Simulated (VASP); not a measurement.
Write the native input for VASP 6.6.1 that does the following.

```yaml
Task: single point
Functional: PBE
Potentials_or_basis: VASP PAW PBE potentials, release 64 (Ca_sv)
Cutoff: 520 eV
k_mesh: 12 × 12 × 12
Occupations: gaussian, width 0.1 eV
Spin: no spin polarisation
Dipole_correction: no
Further_INCAR_settings: ALGO = Normal; EDIFF = 1e-06; NBANDS = 11
```

The structure of Ca lies in POSCAR:

```
Ca
1.0
    3.6131664848      0.0000000000      0.0000000000
    0.0000000000      3.6131664848      0.0000000000
    0.0000000000      0.0000000000      3.6131664848
Ca
1
Direct
    0.0000000000      0.0000000000      0.0000000000
```

This cell differs from its parent crystal: strained.

The input as run:

INCAR

```
SYSTEM = Ca
PREC = Accurate ; ENCUT = 520
EDIFF = 1E-6 ; ISMEAR = 0
SIGMA = 0.1 ; LREAL = .False.
LASPH = .True. ; NELM = 60
ALGO = Normal ; ISIF = 2
LWAVE = .False. ; LCHARG = .False.
GGA = PE ; NBANDS = 11
```

KPOINTS

```
regular mesh
0
Gamma
  12 12 12
  0 0 0
```

Potentials or basis: VASP PAW PBE potentials, release 64 (Ca_sv).

Launch:

```console
$ cat potpaw_PBE.64/Ca_sv/POTCAR > POTCAR
$ mpirun -np 1 vasp_std > vasp.out
```

It gave:

- Pressure: -0.8 GPa
- Band gap on the k mesh: zero (band 5 reaches 2.18 eV, above the bottom of band 6 at 0.93 eV)

Caveat: the cell differs from its parent crystal (strained).

It took 15 s on 1 thread of AMD EPYC 9R45 (Zen 5), on a shared host, peak memory 0.15 GiB.
